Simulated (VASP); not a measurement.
HfN, 2 atoms in the cell. It takes space group Fm-3m (No. 225, cubic). Conventional cell: a = 4.605 Å, b = 4.605 Å, c = 4.605 Å, α = 90.00°, β = 90.00°, γ = 90.00°. Hf (site symmetry m-3m) has 6 N at 2.30 Å within 3.0 Å. Within 3.0 Å of N (site symmetry m-3m) lie 6 Hf at 2.30 Å. 

* Program: VASP 6.6.1
* Task: single point
* Functional: RPBE
* Potentials or basis: VASP PAW PBE potentials, release 64 (Hf_pv, N)
* Cutoff: 520 eV
* k mesh: 10 × 10 × 10
* Occupations: gaussian, width 0.05 eV
* Spin: no spin polarisation
* Dipole correction: no
* Further INCAR settings: ALGO = Normal; EDIFF = 1e-07; NBANDS = 14

Potentials or basis: VASP PAW PBE potentials, release 64 (Hf_pv, N).

Command:

```sh
$ cat potpaw_PBE.64/Hf_pv/POTCAR potpaw_PBE.64/N/POTCAR > POTCAR
$ mpirun -np 1 vasp_std > vasp.out
```

Hardware: 1 thread of Intel(R) Xeon(R) Platinum 8488C (Sapphire Rapids), with other jobs on the host.

Task: Estimate the wall time of this run.

Result: Wall time 7 s on 1 thread of Intel(R) Xeon(R) Platinum 8488C (Sapphire Rapids) (shared host), peak memory 0.14 GiB. Counts: scf iterations 13, k points 47.
